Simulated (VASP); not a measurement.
Input of a VASP 6.6.1 run:

File INCAR:

```
SYSTEM = SiC20
ALGO     = Normal         ! electronic algorithm
DIPOL    = 0.5 0.5 0.306
EDIFF    = 1E-7           ! SCF threshold, eV
ENCUT    = 520            ! plane-wave cutoff, eV
GGA      = PE             ! functional
IDIPOL   = 3            
ISIF     = 2              ! what is computed and relaxed
ISMEAR   = 0              ! smearing method
IVDW     = 12             ! dispersion correction
LASPH    = .True.         ! aspherical terms in the spheres
LCHARG   = .True.         ! write CHGCAR
LDIPOL   = .True.       
LELF     = .True.         ! ELF
LREAL    = Auto         
LVACPOTAV= .True.       
LVHAR    = .True.       
LWAVE    = .False.        ! write WAVECAR
NBANDS   = 58             ! bands
NELM     = 60             ! most SCF steps
PREC     = Accurate       ! precision mode
SIGMA    = 0.1            ! smearing width, eV
```

KPOINTS

```
k-points
0
Gamma
  6 4 1
  0 0 0
```

Contents of POSCAR:

```
SiC20
1.0
    4.9300510483      0.0000000000      0.0000000000
   -1.2325127621      7.0736882673      0.0000000000
    0.0000000000      0.0000000000     22.1293523549
C Si
20 1
Direct
    0.3858166895      0.5432667578      0.1807554029
    0.8858166895      0.5432667578      0.1807554029
    0.2722014076      0.0888056305      0.2267404590
    0.7722014076      0.0888056305      0.2267404590
    0.4009962183      0.6039848731      0.2420688497
    0.9009962183      0.6039848731      0.2420688497
    0.0297911243      0.1191644973      0.2573972018
    0.5297911243      0.1191644973      0.2573972018
    0.1585861258      0.6343445031      0.2727255152
    0.6585861258      0.6343445031      0.2727255152
    0.0461074868      0.1844301691      0.3199090572
    0.5461074868      0.1844301691      0.3199090572
    0.1537589873      0.6150359018      0.3368154657
    0.6537589873      0.6150359018      0.3368154657
    0.3084764848      0.2339064522      0.3480645378
    0.8084764848      0.2339064522      0.3480645378
    0.3880568074      0.5522270554      0.3629961795
    0.8880568074      0.5522270554      0.3629961795
    0.3445502047      0.3782016492      0.3944694004
    0.8445502047      0.3782016492      0.3944694004
    0.7195502047      1.1282016492      0.5481114928
```

Potentials or basis: VASP PAW PBE potentials, release 64 (C, Si).

Command:

```console
$ cat potpaw_PBE.64/C/POTCAR potpaw_PBE.64/Si/POTCAR > POTCAR
$ mpirun -np 1 vasp_std > vasp.out
```

Problem. Predict the dispersion energy per atom.

Solution. -0.110 eV.

Problem. What does it give for the band gap on the k mesh?

Solution. Zero (bands 42 and 43 overlap by 0.10 eV).

Forces in eV/Å, atoms in the order of the input:
```
C    0.003  0.365  1.451
C    0.005  0.352  1.428
C    0.007  0.508  1.810
C   -0.016  0.498  1.814
C   -0.001  0.555 -2.509
C   -0.004  0.569 -2.463
C   -0.010 -0.795 -1.649
C    0.004 -0.797 -1.639
C    0.006 -0.631  0.751
C   -0.001 -0.626  0.745
C   -0.025 -0.015 -0.015
C    0.028 -0.009 -0.008
C   -0.040 -0.025 -0.003
C    0.028 -0.016 -0.007
C    0.007 -0.014  0.008
C   -0.001 -0.098 -0.090
C    0.021  0.049  0.082
C   -0.016  0.211  0.044
C   -0.026 -0.048  0.127
C    0.024 -0.215  0.478
Si   0.007  0.183 -0.355
```
